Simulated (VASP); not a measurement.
A run of VASP 6.6.1:

INCAR

```
SYSTEM = ZnO
PREC     = Accurate       ! precision mode
ENCUT    = 520            ! plane-wave cutoff, eV
EDIFF    = 1E-7           ! SCF threshold, eV
ISMEAR   = -1             ! smearing method
SIGMA    = 0.05           ! smearing width, eV
LREAL    = .False.        ! projectors in reciprocal space
LASPH    = .True.         ! aspherical terms in the spheres
NELM     = 60             ! most SCF steps
ALGO     = Normal         ! electronic algorithm
ISIF     = 2              ! what is computed and relaxed
LWAVE    = .False.        ! write WAVECAR
LCHARG   = .True.         ! write CHGCAR
GGA      = PS             ! functional
LELF     = .True.         ! ELF
LVHAR    = .True.       
NBANDS   = 26             ! bands
```

Contents of KPOINTS:

```
regular mesh
0
Gamma
  9 9 5
  0 0 0
```

Contents of POSCAR:

```
ZnO
1.0
    3.0718505561      0.0000000000      0.0000000000
   -1.5359252780      2.6603006182      0.0000000000
    0.0000000000      0.0000000000      4.9678811085
Zn O
2 2
Direct
    0.6666666667      0.3333333333      0.0004460886
    0.3333333333      0.6666666667      0.5004460886
    0.3333333333      0.6666666667      0.8785639114
    0.6666666667      0.3333333333      0.3785639114
```

Potentials or basis: VASP PAW PBE potentials, release 64 (Zn, O).

Run with:

```bash
$ cat potpaw_PBE.64/Zn/POTCAR potpaw_PBE.64/O/POTCAR > POTCAR
$ mpirun -np 1 vasp_std > vasp.out
```

Hardware: 1 thread of Intel(R) Xeon(R) 6975P-C (Granite Rapids) (shared host).

How long does it take, and how much memory?

It took 23 s on 1 thread of Intel(R) Xeon(R) 6975P-C (Granite Rapids), with other jobs on the host, peak memory 0.17 GiB. Counts: scf iterations 16, k points 36.
